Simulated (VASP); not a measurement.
# TiSi2 (Cmcm) in VASP: a series of runs, part 2 of 2

VASP 6.6.1. The steps go on from the part before.

## 3. Single point, PBEsol (15.02 Å³/atom)

This run uses another cell than the first one, of 15.02 Å³/atom.

Input file INCAR:

```
SYSTEM = TiSi2
ALGO = Normal
EDIFF = 1E-6
ENCUT = 520
GGA = PS
ISIF = 2
ISMEAR = 0
LASPH = .TRUE.
LCHARG = .FALSE.
LREAL = .FALSE.
LWAVE = .FALSE.
NBANDS = 29
NELM = 100
PREC = Accurate
SIGMA = 0.15
```

Input file KPOINTS:

```
k-points
0
G
  14 14 12
  0 0 0
```

Input file POSCAR:

```
TiSi2
1.0
    1.8202209131     -6.7265138662      0.0000000000
    1.8202209131      6.7265138662      0.0000000000
    0.0000000000      0.0000000000      3.6804926877
Ti Si
2 4
Direct
    0.8975108623      0.1024891377      0.7500000000
    0.1024891377      0.8975108623      0.2500000000
    0.5599809709      0.4400190291      0.7500000000
    0.4400190291      0.5599809709      0.2500000000
    0.2497198722      0.7502801278      0.7500000000
    0.7502801278      0.2497198722      0.2500000000
```

Potentials or basis: VASP PAW PBE potentials, release 64 (Ti_sv, Si).

Command:

```console
> cat potpaw_PBE.64/Ti_sv/POTCAR potpaw_PBE.64/Si/POTCAR > POTCAR
> mpirun -np 1 vasp_std > vasp.out
```

OUTCAR:

```text
SYSTEM = TiSi2
   EDIFF = 1E-6
   ENCUT = 520
   GGA = PS
   ISIF = 2
   ISMEAR = 0
   LASPH = .TRUE.
   LREAL = .FALSE.
   NELM = 100
   PREC = Accurate

 ion  position               nearest neighbor table
   1  0.898  0.102  0.750-   4 2.65   4 2.65   4 2.65   4 2.65   5 2.70   5 2.70   6 2.70   6 2.70
                             3 2.84   3 2.84
   2  0.102  0.898  0.250-   3 2.65   3 2.65   3 2.65   3 2.65   6 2.70   6 2.70   5 2.70   5 2.70
                             4 2.84   4 2.84
   3  0.560  0.440  0.750-   4 2.45   4 2.45   2 2.65   2 2.65   2 2.65   2 2.65   1 2.84   1 2.84
                             5 3.14   5 3.14
   4  0.440  0.560  0.250-   3 2.45   3 2.45   1 2.65   1 2.65   1 2.65   1 2.65   2 2.84   2 2.84
                             6 3.14   6 3.14
   5  0.250  0.750  0.750-   6 2.59   6 2.59   6 2.59   6 2.59   1 2.70   1 2.70   2 2.70   2 2.70
                             3 3.14   3 3.14
   6  0.750  0.250  0.250-   5 2.59   5 2.59   5 2.59   5 2.59   2 2.70   2 2.70   1 2.70   1 2.70
                             4 3.14   4 3.14

  LATTYP: Found a base centered orthorhombic cell.
 ALAT       =     3.6404418262
 B/A-ratio  =     3.6954381843
 C/A-ratio  =     1.0110016485
[... 196 lines left out ...]
 fundamental gap:      0.0026122166
 Fermi energy:         9.7564567277

 k-point     1 :       0.0000    0.0000    0.0000
  band No.  band energies     occupation
      1     -46.9488      2.00000
      2     -46.9399      2.00000
      3     -23.3596      2.00000
      4     -23.3591      2.00000
      5     -23.3587      2.00000
      6     -23.3464      2.00000
[... 757 lines left out ...]
     28      12.6453      0.00000
     29      13.0877      0.00000

 [... further k-points ...]

------------------------ aborting loop because EDIFF is reached ----------------------------------------

  FORCE on cell =-STRESS in cart. coord.  units (eV):
  Direction    XX          YY          ZZ          XY          YZ          ZX
  --------------------------------------------------------------------------------------
  -------------------------------------------------------------------------------------
  Total       -6.6081003     -3.0553480     -7.1996972      0.0000000      0.0000000      0.0000000
  in kB     -117.4727440    -54.3151738   -127.9896110      0.0000000      0.0000000      0.0000000
  external PRESSURE =     -99.9258429 kB  Pullay stress =       0.0000000 kB

 VOLUME and BASIS-vectors are now :
 -----------------------------------------------------------------------------
  energy-cutoff  :      520.00
  volume of cell :       90.13
      direct lattice vectors                 reciprocal lattice vectors
     1.820220913 -6.726513866  0.000000000     0.274691932 -0.074332709  0.000000000
     1.820220913  6.726513866  0.000000000     0.274691932  0.074332709  0.000000000
     0.000000000  0.000000000  3.680492688     0.000000000  0.000000000  0.271702754

 POSITION                                       TOTAL-FORCE (eV/Angst)
 -----------------------------------------------------------------------------------
      1.82022     -5.34772      2.76037         0.000000      0.006304      0.000000
      1.82022      5.34772      0.92012         0.000000     -0.006304     -0.000000
      1.82022     -0.80693      2.76037         0.000000      0.082521      0.000000
      1.82022      0.80693      0.92012         0.000000     -0.082521      0.000000
      1.82022      3.36703      2.76037         0.000000      0.003152     -0.000000
      1.82022     -3.36703      0.92012         0.000000     -0.003152      0.000000
 -----------------------------------------------------------------------------------
    total drift:                                0.000000     -0.000000     -0.000000

  FREE ENERGIE OF THE ION-ELECTRON SYSTEM (eV)
  ---------------------------------------------------
  free  energy   TOTEN  =       -43.4461821474 eV

  energy  without entropy=      -43.4254612394  energy(sigma->0) =      -43.43582169
```

Run time: 14 min. Hardware: 1 thread of Intel Xeon 6975P-C (Granite Rapids), shared host; peak memory 0.9 GiB.

What came out:

```
Free energy            : -43.4462 eV
Pressure               : -10.0 GPa
Largest force          : 0.083 eV/Å
Band gap on the k mesh : zero (bands 20 and 21 overlap by 0.95 eV)
```

Forces in eV/Å, atoms in the order of the input:
```
Ti   0.000  0.006  0.000
Ti   0.000 -0.006  0.000
Si   0.000  0.083  0.000
Si   0.000 -0.083  0.000
Si   0.000  0.003  0.000
Si   0.000 -0.003  0.000
```

Caveat: the stress differs along the axes, from -13 to -5 GPa; the PAW data sets were made with another functional, which shifts forces and pressure a little.
